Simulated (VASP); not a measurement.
# BaTe (Fm-3m) in VASP: further runs

BaTe is run at these levels: PBEsol; tasks: single point.

All numbers are computed with VASP 6.6.1; they aren't measurements. Logs are shortened: lines on timing, memory, paths and dates and some standing lists are left out, and cuts for length are marked.

### 1 The cell of the first run

It takes space group Fm-3m (No. 225, cubic). The conventional cell has a = 6.797 Å, b = 6.797 Å, c = 6.797 Å, α = 90.00°, β = 90.00°, γ = 90.00°. Within 4.5 Å of Ba (site symmetry m-3m) lie 6 Te at 3.40 Å. Te (site symmetry m-3m) has 6 Ba at 3.40 Å within 4.5 Å.

### 2 Single point, PBEsol (39.26 Å³/atom)

File INCAR:

```
ALGO = Normal
EDIFF = 1E-7
ENCUT = 520
GGA = PS
ISIF = 2
ISMEAR = -1
LASPH = T
LCHARG = T
LELF = T
LREAL = F
LVHAR = T
LWAVE = F
NBANDS = 15
NELM = 100
PREC = Accurate
SIGMA = 0.05
```

File KPOINTS:

```
k-points
0
Gamma
  10 10 10
```

File POSCAR:

```
BaTe
1.0
    0.0000000000      3.3985952325      3.3985952325
    3.3985952325      0.0000000000      3.3985952325
    3.3985952325      3.3985952325      0.0000000000
Ba Te
1 1
Direct
    0.0000000000      0.0000000000      0.0000000000
    0.5000000000      0.5000000000      0.5000000000
```

Potentials or basis: VASP PAW PBE potentials, release 64 (Ba_sv, Te).

The run is started by

```
$ cat potpaw_PBE.64/Ba_sv/POTCAR potpaw_PBE.64/Te/POTCAR > POTCAR
$ mpirun -np 1 vasp_std > vasp.out
```

OUTCAR:

```text
EDIFF = 1E-7
   ENCUT = 520
   GGA = PS
   ISIF = 2
   ISMEAR = -1
   LASPH = T
   LREAL = F
   NELM = 100
   PREC = Accurate

 ion  position               nearest neighbor table
   1  0.000  0.000  0.000-   2 3.40   2 3.40   2 3.40   2 3.40   2 3.40   2 3.40
   2  0.500  0.500  0.500-   1 3.40   1 3.40   1 3.40   1 3.40   1 3.40   1 3.40

  LATTYP: Found a face centered cubic cell.
 ALAT       =     6.7971904650

  Lattice vectors:

 A1 = (   0.0000000000,   3.3985952325,   3.3985952325)
 A2 = (   3.3985952325,   0.0000000000,   3.3985952325)
 A3 = (   3.3985952325,   3.3985952325,   0.0000000000)

Analysis of symmetry for initial positions (statically):
=====================================================================
 Subroutine PRICEL returns:
 Original cell was already a primitive cell.

 Routine SETGRP: Setting up the symmetry group for a
 face centered cubic supercell.

 Subroutine GETGRP returns: Found 48 space group operations
 (whereof 48 operations were pure point group operations)
 out of a pool of 48 trial point group operations.

The static configuration has the point symmetry O_h .

Analysis of symmetry for dynamics (positions and initial velocities):
=====================================================================
 Subroutine PRICEL returns:
 Original cell was already a primitive cell.

 Routine SETGRP: Setting up the symmetry group for a
 face centered cubic supercell.

 Subroutine GETGRP returns: Found 48 space group operations
 (whereof 48 operations were pure point group operations)
 out of a pool of 48 trial point group operations.

The dynamic configuration has the point symmetry O_h .

 Subroutine INISYM returns: Found 48 space group operations
 (whereof 48 operations are pure point group operations),
 and found     1 'primitive' translations

----------------------------------------------------------------------------------------

                                     Primitive cell

  volume of cell :      78.5106

  direct lattice vectors                    reciprocal lattice vectors
     0.000000000  3.398595232  3.398595232    -0.147119608  0.147119608  0.147119608
     3.398595232  0.000000000  3.398595232     0.147119608 -0.147119608  0.147119608
     3.398595232  3.398595232  0.000000000     0.147119608  0.147119608 -0.147119608

  length of vectors
     4.806339471  4.806339471  4.806339471     0.254818637  0.254818637  0.254818637

  position of ions in fractional coordinates (direct lattice)
     0.000000000  0.000000000  0.000000000
     0.500000000  0.500000000  0.500000000

  ion indices of the primitive-cell ions
   primitive index   ion index
                 1           1
                 2           2

----------------------------------------------------------------------------------------

 KPOINTS: k-points

Automatic generation of k-mesh.
 Grid dimensions read from file:
 generate k-points for:   10   10   10

 Generating k-lattice:

  Cartesian coordinates                     Fractional coordinates (reciprocal lattice)
    -0.014711961  0.014711961  0.014711961     0.100000000  0.000000000  0.000000000
     0.014711961 -0.014711961  0.014711961     0.000000000  0.100000000  0.000000000
     0.014711961  0.014711961 -0.014711961     0.000000000  0.000000000  0.100000000

  Length of vectors
     0.025481864  0.025481864  0.025481864

  Shift w.r.t. Gamma in fractional coordinates (k-lattice)
     0.000000000  0.000000000  0.000000000

 Subroutine IBZKPT returns following result:
 ===========================================

 Found     47 irreducible k-points:

 Following reciprocal coordinates:
            Coordinates               Weight
  0.000000  0.000000  0.000000      1.000000
  0.100000  0.000000  0.000000      8.000000
  0.200000  0.000000  0.000000      8.000000
  0.300000  0.000000  0.000000      8.000000
  0.400000  0.000000  0.000000      8.000000
  0.500000  0.000000  0.000000      4.000000
[... 16 lines left out ...]
  0.300000  0.300000  0.000000      6.000000
  0.400000  0.300000  0.000000     24.000000
 [... further k-points ...]
   k-points           NKPTS =     47   k-points in BZ     NKDIM =     47   number of bands    NBANDS=     15
   number of dos      NEDOS =    301   number of ions     NIONS =      2
   total plane-waves  NPLWV =  46656
   dimension x,y,z NGX =    36 NGY =   36 NGZ =   36
   dimension x,y,z NGXF=    72 NGYF=   72 NGZF=   72
   ions per type =               1   1
   NGX,Y,Z   is equivalent  to a cutoff of  12.45, 12.45, 12.45 a.u.
   NGXF,Y,Z  is equivalent  to a cutoff of  24.90, 24.90, 24.90 a.u.
 SYSTEM =  unknown system
   PREC   = accura    normal or accurate (medium, high low for compatibility)
   ISTART =      0    job   : 0-new  1-cont  2-samecut
   ICHARG =      2    charge: 1-file 2-atom 10-const
   ISPIN  =      1    spin polarized calculation?
   LNONCOLLINEAR =      F non collinear calculations
   LSORBIT =      F    spin-orbit coupling
   LASPH  =      T    aspherical Exc in radial PAW
   ENCUT  =  520.0 eV  38.22 Ry    6.18 a.u.   8.94  8.94  8.94*2*pi/ulx,y,z
   NELM   =    100;   NELMIN=  2; NELMDL= -5     # of ELM steps
   EDIFF  = 0.1E-06   stopping-criterion for ELM
   LREAL  =      F    real-space projection
   EDIFFG = 0.1E-05   stopping-criterion for IOM
   NSW    =      0    number of steps for IOM
   IBRION =     -1    ionic relax: 0-MD 1-quasi-New 2-CG
   NFREE  =      0    steps in history (QN), initial steepest desc. (CG)
   ISIF   =      2    stress and relaxation
   ISYM   =      2    0-nonsym 1-usesym 2-fastsym
   POTIM  = 0.5000    time-step for ionic-motion
   TEBEG  =    0.0;   TEEND  =   0.0 temperature during run
   PSTRESS=    0.0 pullay stress
   NELECT =      16.0000    total number of electrons
   NUPDOWN=      -1.0000    fix difference up-down
   EMIN   =  10.00;   EMAX   =-10.00  energy-range for DOS
   EFERMI =   0.00;   METHOD = LEGACY
   ISMEAR =    -1;   SIGMA  =   0.05  broadening in eV -4-tet -1-fermi 0-gaus
   EFERMI_NEDOS =   21; number of points for ismear=-14 and -15
   IALGO  =     38    algorithm
   IMIX   =      4    mixing-type and parameters
     AMIX     =   0.40;   BMIX     =  1.00
     AMIX_MAG =   1.60;   BMIX_MAG =  1.00
  volume/ion in A,a.u.               =      39.26       264.91
  Fermi-wavevector in a.u.,A,eV,Ry     =   0.963397  1.820557 12.628032  0.928134
  Thomas-Fermi vector in A             =   2.092939
   LORBIT       =      0    0 simple, 1 ext, 2 COOP (PROOUT), +10 PAW based schemes
   GGA     = PS    functional components
   LHFCALC =     F    Hartree Fock is set to
   AEXX    =    0.0000 exact exchange contribution
   IVDW    =     0    specifies the selected vdW correction
   LEPSILON=     F    determine dielectric tensor
   LRPA    =     F    only Hartree local field effects (RPA)
 non-spin polarized calculation
  energy-cutoff  :      520.00
  volume of cell :       78.51
 maximum number of plane-waves:      2148
   NGX = 17   NGY = 17   NGZ = 17

 number of electron      16.0000000 magnetization

 Free energy of the ion-electron system (eV)
  ---------------------------------------------------
  ext. energy  EPLUGINS =         0.00000000
  ---------------------------------------------------
  free energy    TOTEN  =        -9.14218464 eV

  energy without entropy =       -9.14218457  energy(sigma->0) =       -9.14218460

 E-fermi :   3.3510     XC(G=0):  -8.7701

 val. band max:        2.7398686001   @ k =   0.0000   0.0000   0.0000
 cond. band min:       3.9499423436   @ k =   0.5000   0.5000   0.0000
 fundamental gap:      1.2100737436
 Fermi energy:         3.3510323215

 k-point     1 :       0.0000    0.0000    0.0000
  band No.  band energies     occupation
      1     -24.0313      2.00000
      2      -9.1938      2.00000
      3      -9.1938      2.00000
      4      -9.1938      2.00000
      5      -7.0500      2.00000
      6       2.7399      1.99999
      7       2.7399      1.99999
      8       2.7399      1.99999
      9       5.5277      0.00000
     10       5.5277      0.00000
     11       5.5277      0.00000
     12       5.8488      0.00000
     13       6.2738      0.00000
     14       6.2738      0.00000
     15       9.5661      0.00000

 k-point     2 :       0.1000    0.0000    0.0000
  band No.  band energies     occupation
      1     -24.0292      2.00000
      2      -9.2772      2.00000
      3      -9.1952      2.00000
      4      -9.1952      2.00000
      5      -6.9337      2.00000
      6       2.3322      2.00000
      7       2.5425      2.00000
      8       2.5425      2.00000
      9       5.5626      0.00000
     10       5.6715      0.00000
     11       5.6715      0.00000
     12       6.3287      0.00000
     13       6.6166      0.00000
     14       6.6166      0.00000
     15       9.9322      0.00000

 k-point     3 :       0.2000    0.0000    0.0000
  band No.  band energies     occupation
      1     -24.0236      2.00000
      2      -9.4658      2.00000
      3      -9.1988      2.00000
      4      -9.1988      2.00000
      5      -6.6549      2.00000
      6       1.5627      2.00000
      7       2.1346      2.00000
      8       2.1346      2.00000
      9       5.6546      0.00000
     10       6.0561      0.00000
     11       6.0561      0.00000
     12       7.3717      0.00000
     13       7.4898      0.00000
     14       7.4898      0.00000
     15      10.8546      0.00000
[... 343 lines left out ...]
 k-point    23 :       0.3000    0.3000    0.0000
  band No.  band energies     occupation
      1     -24.0120      2.00000
      2      -9.5154      2.00000
      3      -9.2743      2.00000
      4      -9.2743      2.00000
      5      -6.6008      2.00000
      6       0.9904      2.00000
      7       2.3637      2.00000
      8       2.3637      2.00000
      9       4.3500      0.00000
     10       6.8727      0.00000
     11       6.9694      0.00000
     12       7.9254      0.00000
     13       7.9254      0.00000
     14      10.5780      0.00000
     15      11.3611      0.00000

 k-point    24 :       0.4000    0.3000    0.0000
  band No.  band energies     occupation
      1     -24.0077      2.00000
      2      -9.5484      2.00000
      3      -9.2984      2.00000
      4      -9.2854      2.00000
      5      -6.5955      2.00000
      6       1.0885      2.00000
      7       2.1273      2.00000
      8       2.2361      2.00000
      9       4.4167      0.00000
     10       7.2684      0.00000
     11       7.4886      0.00000
     12       8.3256      0.00000
     13       8.3496      0.00000
     14       9.6741      0.00000
     15      11.0768      0.00000

 [... further k-points ...]
[... 5 lines left out ...]
  --------------------------------------------------------------------------------------
  -------------------------------------------------------------------------------------
  Total        1.3713093      1.3713093      1.3713093      0.0000000      0.0000000     -0.0000000
  in kB       27.9845089     27.9845089     27.9845089      0.0000000      0.0000000     -0.0000000
  external PRESSURE =      27.9845089 kB  Pullay stress =       0.0000000 kB

 VOLUME and BASIS-vectors are now :
 -----------------------------------------------------------------------------
  energy-cutoff  :      520.00
  volume of cell :       78.51
      direct lattice vectors                 reciprocal lattice vectors
     0.000000000  3.398595232  3.398595232    -0.147119608  0.147119608  0.147119608
     3.398595232  0.000000000  3.398595232     0.147119608 -0.147119608  0.147119608
     3.398595232  3.398595232  0.000000000     0.147119608  0.147119608 -0.147119608

 POSITION                                       TOTAL-FORCE (eV/Angst)
 -----------------------------------------------------------------------------------
      0.00000      0.00000      0.00000         0.000000      0.000000      0.000000
      3.39860      3.39860      3.39860         0.000000      0.000000      0.000000
 -----------------------------------------------------------------------------------
    total drift:                                0.000000      0.000000      0.000000

  FREE ENERGIE OF THE ION-ELECTRON SYSTEM (eV)
  ---------------------------------------------------
  free  energy   TOTEN  =        -9.1421846368 eV

  energy  without entropy=       -9.1421845691  energy(sigma->0) =       -9.14218460
```

It took 34 s on 1 thread of Intel Xeon Platinum 8488C (Sapphire Rapids), shared host; peak memory 0.23 GiB.

Results:

- Free energy: -9.1422 eV
- Pressure: 2.8 GPa
- Band gap on the k mesh: 1.21 eV (least direct gap 1.59 eV)

Caveat: the PAW data sets were made with another functional, which shifts forces and pressure a little; spin-orbit coupling is left out, which moves the levels of the heavy elements. A k mesh can miss the band edges.

### 3 Single point, PBEsol

This run uses another cell than the first one, of 39.65 Å³/atom.

File INCAR:

```
  PREC = Accurate
  ENCUT = 520
  EDIFF = 1E-6
  ISMEAR = -1
  SIGMA = 0.05
  LREAL = F
  LASPH = T
  NELM = 100
  ALGO = Normal
  ISIF = 2
  LWAVE = F
  LCHARG = T
  GGA = PS
  LELF = T
  LVHAR = T
  NBANDS = 15
```

File KPOINTS:

```
regular mesh
0
Gamma
  10 10 10
```

File POSCAR:

```
BaTe
1.0
    0.0000000000      3.4100000000      3.4100000000
    3.4100000000      0.0000000000      3.4100000000
    3.4100000000      3.4100000000      0.0000000000
Ba Te
1 1
Direct
    0.0000000000      0.0000000000      0.0000000000
    0.5000000000      0.5000000000      0.5000000000
```

Potentials or basis: VASP PAW PBE potentials, release 64 (Ba_sv, Te).

The run is started by

```
$ cat potpaw_PBE.64/Ba_sv/POTCAR potpaw_PBE.64/Te/POTCAR > POTCAR
$ mpirun -np 1 vasp_std > vasp.out
```

Run time: 33 s. Hardware: 1 thread of Intel Xeon Platinum 8488C (Sapphire Rapids), shared host; peak memory 0.23 GiB.

Results (log left out):

```yaml
Free_energy: -9.1550 eV
Pressure: 2.4 GPa
Band_gap_on_the_k_mesh: 1.24 eV (least direct gap 1.62 eV)
```

Levels at points of the mesh, in eV from the valence-band top:
```csv
k point,band 5,band 6,band 7,band 8,band 9,band 10,band 11,band 12
"(0.00, 0.00, 0.00)",-9.76,0.00,0.00,0.00,2.80,2.80,2.80,3.07
"(0.50, 0.00, 0.00)",-8.76,-2.51,-1.32,-1.32,4.18,4.88,5.00,5.00
"(0.50, 0.50, 0.00)",-9.53,-1.17,-0.38,-0.38,1.24,4.54,4.88,5.93
```

Caveat: the PAW data sets were made with another functional, which shifts forces and pressure a little; spin-orbit coupling is left out, which moves the levels of the heavy elements. A k mesh can miss the band edges.
